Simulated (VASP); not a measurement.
# P2W (Cmc2_1) in VASP: single point with LDA

Aim: the single point of P2W with LDA.

Program: VASP 6.6.1. These are calculated values, not measurements. Logs are shortened: lines on timing, memory, paths and dates and some standing lists are left out, and cuts for length are marked.

## (1) The cell of the first run

Symmetry: Cmc2_1, No. 36, orthorhombic system. Conventional cell: a = 3.133 Å, b = 11.078 Å, c = 4.933 Å, α = 90.00°, β = 90.00°, γ = 90.00°. Within 2.8 Å of P (site symmetry m) lie 1 P at 2.15 Å and 4 W at 2.46 to 2.47 Å. P (site symmetry m) has 1 P at 2.15 Å and 3 W at 2.47 Å within 2.8 Å. W (site symmetry m) has 7 P at 2.46 to 2.47 Å and 4 W at 3.13 to 3.22 Å within 3.3 Å.

## (2) Single point, LDA

INCAR reads:

```
  PREC = Accurate
  ENCUT = 520
  EDIFF = 1E-6
  ISMEAR = 0
  SIGMA = 0.1
  LREAL = F
  LASPH = T
  NELM = 100
  ALGO = Fast
  ISIF = 2
  LWAVE = F
  LCHARG = F
  GGA = CA
  NBANDS = 33
```

KPOINTS reads:

```
Automatic mesh
0
Gamma
  12 12 8
```

POSCAR reads:

```
P2W
1.0
    1.5664550808     -5.5390087984      0.0000000000
    1.5664550808      5.5390087984      0.0000000000
    0.0000000000      0.0000000000      4.9328130177
P W
4 2
Direct
    0.5699823652      0.4300176348      0.1174602341
    0.4300176348      0.5699823652      0.6174602341
    0.7028610808      0.2971389192      0.7994737348
    0.2971389192      0.7028610808      0.2994737348
    0.9067940455      0.0932059545      0.0000660311
    0.0932059545      0.9067940455      0.5000660311
```

Potentials or basis: VASP PAW LDA potentials, release 64 (P, W_sv).

Launch:

```console
> cat potpaw_LDA.64/P/POTCAR potpaw_LDA.64/W_sv/POTCAR > POTCAR
> mpirun -np 1 vasp_std > vasp.out
```

OUTCAR:

```text
PREC = Accurate
   ENCUT = 520
   EDIFF = 1E-6
   ISMEAR = 0
   LREAL = F
   LASPH = T
   NELM = 100
   ISIF = 2
   GGA = CA

 ion  position               nearest neighbor table
   1  0.570  0.430  0.117-   3 2.15   5 2.46   5 2.46   6 2.47   6 2.47   2 2.91   2 2.91
   2  0.430  0.570  0.617-   4 2.15   6 2.46   6 2.46   5 2.47   5 2.47   1 2.91   1 2.91
   3  0.703  0.297  0.799-   1 2.15   5 2.47   6 2.47   6 2.47
   4  0.297  0.703  0.299-   2 2.15   6 2.47   5 2.47   5 2.47
   5  0.907  0.093  0.000-   1 2.46   1 2.46   2 2.47   2 2.47   3 2.47   4 2.47   4 2.47   6 3.22
                             6 3.22
   6  0.093  0.907  0.500-   2 2.46   2 2.46   1 2.47   1 2.47   4 2.47   3 2.47   3 2.47   5 3.22
                             5 3.22

  LATTYP: Found a base centered orthorhombic cell.
 ALAT       =     3.1329101616
 B/A-ratio  =     3.5360150867
 C/A-ratio  =     1.5745146727

  Lattice vectors:

 A1 = (   1.5664550808,  -5.5390087984,   0.0000000000)
 A2 = (   1.5664550808,   5.5390087984,   0.0000000000)
 A3 = (   0.0000000000,   0.0000000000,   4.9328130177)

Analysis of symmetry for initial positions (statically):
=====================================================================
 Subroutine PRICEL returns:
 Original cell was already a primitive cell.

 Routine SETGRP: Setting up the symmetry group for a
 base centered orthorhombic supercell.

 Subroutine GETGRP returns: Found  4 space group operations
 (whereof  2 operations were pure point group operations)
 out of a pool of  8 trial point group operations.

The static configuration has the point symmetry C_1h.
 The point group associated with its full space group is C_2v.

Analysis of symmetry for dynamics (positions and initial velocities):
=====================================================================
 Subroutine PRICEL returns:
 Original cell was already a primitive cell.

 Routine SETGRP: Setting up the symmetry group for a
 base centered orthorhombic supercell.

 Subroutine GETGRP returns: Found  4 space group operations
 (whereof  2 operations were pure point group operations)
 out of a pool of  8 trial point group operations.

The dynamic configuration has the point symmetry C_1h.
 The point group associated with its full space group is C_2v.

 Subroutine INISYM returns: Found  4 space group operations
 (whereof  2 operations are pure point group operations),
 and found     1 'primitive' translations

----------------------------------------------------------------------------------------

                                     Primitive cell

  volume of cell :      85.6002

  direct lattice vectors                    reciprocal lattice vectors
     1.566455081 -5.539008798  0.000000000     0.319192045 -0.090268858  0.000000000
     1.566455081  5.539008798  0.000000000     0.319192045  0.090268858  0.000000000
     0.000000000  0.000000000  4.932813018     0.000000000  0.000000000  0.202724084

  length of vectors
     5.756248778  5.756248778  4.932813018     0.331710760  0.331710760  0.202724084

  position of ions in fractional coordinates (direct lattice)
     0.569982365  0.430017635  0.117460234
     0.430017635  0.569982365  0.617460234
     0.702861081  0.297138919  0.799473735
     0.297138919  0.702861081  0.299473735
     0.906794045  0.093205955  0.000066031
     0.093205955  0.906794045  0.500066031

  ion indices of the primitive-cell ions
   primitive index   ion index
                 1           1
                 2           2
                 3           3
                 4           4
                 5           5
                 6           6

----------------------------------------------------------------------------------------

 KPOINTS: Automatic mesh

Automatic generation of k-mesh.
 Grid dimensions read from file:
 generate k-points for:   12   12    8

 Generating k-lattice:

  Cartesian coordinates                     Fractional coordinates (reciprocal lattice)
     0.026599337 -0.007522405  0.000000000     0.083333333  0.000000000  0.000000000
     0.026599337  0.007522405  0.000000000     0.000000000  0.083333333  0.000000000
     0.000000000  0.000000000  0.025340510     0.000000000  0.000000000  0.125000000

  Length of vectors
     0.027642563  0.027642563  0.025340510

  Shift w.r.t. Gamma in fractional coordinates (k-lattice)
     0.000000000  0.000000000  0.000000000

 Subroutine IBZKPT returns following result:
 ===========================================

 Found    215 irreducible k-points:

 Following reciprocal coordinates:
            Coordinates               Weight
  0.000000  0.000000  0.000000      1.000000
  0.083333  0.000000  0.000000      4.000000
  0.166667 -0.000000  0.000000      4.000000
  0.250000 -0.000000  0.000000      4.000000
  0.333333 -0.000000  0.000000      4.000000
  0.416667 -0.000000  0.000000      4.000000
[... 16 lines left out ...]
  0.500000  0.166667  0.000000      4.000000
 -0.416667  0.166667  0.000000      4.000000
 [... further k-points ...]
   k-points           NKPTS =    215   k-points in BZ     NKDIM =    215   number of bands    NBANDS=     33
   number of dos      NEDOS =    301   number of ions     NIONS =      6
   total plane-waves  NPLWV =  92160
   dimension x,y,z NGX =    48 NGY =   48 NGZ =   40
   dimension x,y,z NGXF=    96 NGYF=   96 NGZF=   80
   ions per type =               4   2
   NGX,Y,Z   is equivalent  to a cutoff of  13.86, 13.86, 13.48 a.u.
   NGXF,Y,Z  is equivalent  to a cutoff of  27.73, 27.73, 26.96 a.u.
 SYSTEM =  unknown system
   PREC   = accura    normal or accurate (medium, high low for compatibility)
   ISTART =      0    job   : 0-new  1-cont  2-samecut
   ICHARG =      2    charge: 1-file 2-atom 10-const
   ISPIN  =      1    spin polarized calculation?
   LNONCOLLINEAR =      F non collinear calculations
   LSORBIT =      F    spin-orbit coupling
   LASPH  =      T    aspherical Exc in radial PAW
   ENCUT  =  520.0 eV  38.22 Ry    6.18 a.u.  10.70 10.70  9.17*2*pi/ulx,y,z
   NELM   =    100;   NELMIN=  2; NELMDL= -5     # of ELM steps
   EDIFF  = 0.1E-05   stopping-criterion for ELM
   LREAL  =      F    real-space projection
   EDIFFG = 0.1E-04   stopping-criterion for IOM
   NSW    =      0    number of steps for IOM
   IBRION =     -1    ionic relax: 0-MD 1-quasi-New 2-CG
   NFREE  =      0    steps in history (QN), initial steepest desc. (CG)
   ISIF   =      2    stress and relaxation
   ISYM   =      2    0-nonsym 1-usesym 2-fastsym
   POTIM  = 0.5000    time-step for ionic-motion
   TEBEG  =    0.0;   TEEND  =   0.0 temperature during run
   PSTRESS=    0.0 pullay stress
   NELECT =      48.0000    total number of electrons
   NUPDOWN=      -1.0000    fix difference up-down
   EMIN   =  10.00;   EMAX   =-10.00  energy-range for DOS
   EFERMI =   0.00;   METHOD = LEGACY
   ISMEAR =     0;   SIGMA  =   0.10  broadening in eV -4-tet -1-fermi 0-gaus
   EFERMI_NEDOS =   21; number of points for ismear=-14 and -15
   IALGO  =     68    algorithm
   IMIX   =      4    mixing-type and parameters
     AMIX     =   0.40;   BMIX     =  1.00
     AMIX_MAG =   1.60;   BMIX_MAG =  1.00
  volume/ion in A,a.u.               =      14.27        96.28
  Fermi-wavevector in a.u.,A,eV,Ry     =   1.349989  2.551110 24.796229  1.822471
  Thomas-Fermi vector in A             =   2.477531
   LORBIT       =      0    0 simple, 1 ext, 2 COOP (PROOUT), +10 PAW based schemes
   GGA     = CA    functional components
   LHFCALC =     F    Hartree Fock is set to
   AEXX    =    0.0000 exact exchange contribution
   IVDW    =     0    specifies the selected vdW correction
   LEPSILON=     F    determine dielectric tensor
   LRPA    =     F    only Hartree local field effects (RPA)
 non-spin polarized calculation
 RMM-DIIS sequential band-by-band and
 Gauss-broadening in eV      SIGMA  =   0.10
  energy-cutoff  :      520.00
  volume of cell :       85.60
 maximum number of plane-waves:      2328
 NGX is ok and might be reduce to    48
   NGX = 21   NGY = 21   NGZ = 19

 number of electron      48.0000004 magnetization

 Free energy of the ion-electron system (eV)
  ---------------------------------------------------
  ext. energy  EPLUGINS =         0.00000000
  ---------------------------------------------------
  free energy    TOTEN  =       -55.38457088 eV

  energy without entropy =      -55.37905230  energy(sigma->0) =      -55.38181159

 E-fermi :  10.8237     XC(G=0): -12.4512

 val. band max:       10.8155721081   @ k =   0.4167  -0.0000   0.1250
 cond. band min:      10.8278604213   @ k =   0.2500   0.2500   0.1250
 fundamental gap:      0.0122883133
 Fermi energy:        10.8237071118

 k-point     1 :       0.0000    0.0000    0.0000
  band No.  band energies     occupation
      1     -62.7679      2.00000
      2     -62.7602      2.00000
      3     -27.3604      2.00000
      4     -27.3576      2.00000
      5     -27.3402      2.00000
      6     -27.3060      2.00000
[... 25 lines left out ...]
     32      16.3112      0.00000
     33      16.4971      0.00000

 k-point     2 :       0.0833    0.0000    0.0000
  band No.  band energies     occupation
      1     -62.7671      2.00000
      2     -62.7594      2.00000
      3     -27.3809      2.00000
      4     -27.3597      2.00000
      5     -27.3549      2.00000
      6     -27.3033      2.00000
[... 25 lines left out ...]
     32      15.8340      0.00000
     33      16.4207      0.00000

 k-point     3 :       0.1667   -0.0000    0.0000
  band No.  band energies     occupation
      1     -62.7650      2.00000
      2     -62.7574      2.00000
      3     -27.4362      2.00000
      4     -27.4123      2.00000
      5     -27.3474      2.00000
      6     -27.2960      2.00000
[... 25 lines left out ...]
     32      15.5106      0.00000
     33      16.2190      0.00000

 k-point     4 :       0.2500   -0.0000    0.0000
  band No.  band energies     occupation
      1     -62.7621      2.00000
      2     -62.7545      2.00000
      3     -27.5109      2.00000
      4     -27.4834      2.00000
      5     -27.3371      2.00000
      6     -27.2862      2.00000
[... 25 lines left out ...]
     32      14.8357      0.00000
     33      16.1321      0.00000

 k-point     5 :       0.3333   -0.0000    0.0000
  band No.  band energies     occupation
      1     -62.7592      2.00000
      2     -62.7517      2.00000
      3     -27.5845      2.00000
      4     -27.5537      2.00000
      5     -27.3268      2.00000
      6     -27.2763      2.00000
[... 604 lines left out ...]
 k-point    22 :       0.4167    0.1667    0.0000
  band No.  band energies     occupation
      1     -62.7571      2.00000
      2     -62.7497      2.00000
      3     -27.6379      2.00000
      4     -27.6046      2.00000
      5     -27.3188      2.00000
      6     -27.2684      2.00000
[... 25 lines left out ...]
     32      15.7236      0.00000
     33      15.9386      0.00000

 k-point    23 :       0.5000    0.1667    0.0000
  band No.  band energies     occupation
      1     -62.7592      2.00000
      2     -62.7517      2.00000
      3     -27.5847      2.00000
      4     -27.5536      2.00000
      5     -27.3260      2.00000
      6     -27.2748      2.00000
[... 25 lines left out ...]
     32      15.3187      0.00000
     33      16.3993      0.00000

 k-point    24 :      -0.4167    0.1667    0.0000
  band No.  band energies     occupation
      1     -62.7621      2.00000
      2     -62.7546      2.00000
      3     -27.5111      2.00000
      4     -27.4832      2.00000
      5     -27.3360      2.00000
      6     -27.2841      2.00000
[... 25 lines left out ...]
     32      15.2640      0.00000
     33      16.7607      0.00000

 [... further k-points ...]

------------------------ aborting loop because EDIFF is reached ----------------------------------------

  FORCE on cell =-STRESS in cart. coord.  units (eV):
  Direction    XX          YY          ZZ          XY          YZ          ZX
  --------------------------------------------------------------------------------------
  -------------------------------------------------------------------------------------
  Total        0.3626747      0.2760418      0.2128485      0.0000000      0.0000000      0.0000000
  in kB        6.7881784      5.1666704      3.9838822      0.0000000      0.0000000      0.0000000
  external PRESSURE =       5.3129104 kB  Pullay stress =       0.0000000 kB

 VOLUME and BASIS-vectors are now :
 -----------------------------------------------------------------------------
  energy-cutoff  :      520.00
  volume of cell :       85.60
      direct lattice vectors                 reciprocal lattice vectors
     1.566455081 -5.539008798  0.000000000     0.319192045 -0.090268858  0.000000000
     1.566455081  5.539008798  0.000000000     0.319192045  0.090268858  0.000000000
     0.000000000  0.000000000  4.932813018     0.000000000  0.000000000  0.202724084

 POSITION                                       TOTAL-FORCE (eV/Angst)
 -----------------------------------------------------------------------------------
      1.56646     -0.77527      0.57941         0.000000     -0.053835     -0.044777
      1.56646      0.77527      3.04582         0.000000      0.053835     -0.044777
      1.56646     -2.24730      3.94365         0.000000      0.020091      0.042595
      1.56646      2.24730      1.47725         0.000000     -0.020091      0.042595
      1.56646     -4.50647      0.00033         0.000000     -0.001451      0.002182
      1.56646      4.50647      2.46673         0.000000      0.001451      0.002182
 -----------------------------------------------------------------------------------
    total drift:                                0.000000      0.000000      0.000207

  FREE ENERGIE OF THE ION-ELECTRON SYSTEM (eV)
  ---------------------------------------------------
  free  energy   TOTEN  =       -55.3845708817 eV

  energy  without entropy=      -55.3790523023  energy(sigma->0) =      -55.38181159
```

Run time: 8.2 min. Hardware: 1 thread of Intel Xeon 6975P-C (Granite Rapids), shared host; peak memory 0.57 GiB.

What came out:

| Property | Result |
| --- | --- |
| Free energy | -55.3846 eV |
| Pressure | 0.5 GPa |
| Largest force | 0.070 eV/Å |
| Band gap on the k mesh | zero (bands 24 and 25 overlap by 0.53 eV) |

Forces in eV/Å, atoms in the order of the input:
```
P    0.000 -0.054 -0.045
P    0.000  0.054 -0.045
P    0.000  0.020  0.043
P    0.000 -0.020  0.043
W    0.000 -0.001  0.002
W    0.000  0.001  0.002
```

Stress tensor (GPa, compression positive):
```
0.68 0.00 0.00
0.00 0.52 0.00
0.00 0.00 0.40
```

Levels at points of the mesh, in eV from the Fermi level:
```tsv
k point	band 21	band 22	band 23	band 24	band 25	band 26	band 27	band 28
(0.00, 0.00, 0.00)	-2.20	-1.60	-1.29	-0.92	0.28	1.34	1.37	2.03
(0.50, 0.00, 0.00)	-3.04	-2.76	-1.67	0.19	1.07	2.35	2.82	2.90
(0.50, 0.50, 0.00)	-1.74	-1.42	-1.20	-0.74	-0.16	0.53	1.04	2.28
(0.00, 0.00, 0.50)	-1.18	-1.18	-0.21	-0.21	0.97	0.97	2.01	2.01
(0.50, 0.00, 0.50)	-3.38	-3.38	-1.09	-1.09	1.30	1.30	2.73	2.73
(0.50, 0.50, 0.50)	-1.81	-1.81	-1.19	-1.19	1.01	1.01	2.84	2.84
```

Caveat: spin-orbit coupling is left out, which moves the levels of the heavy elements.
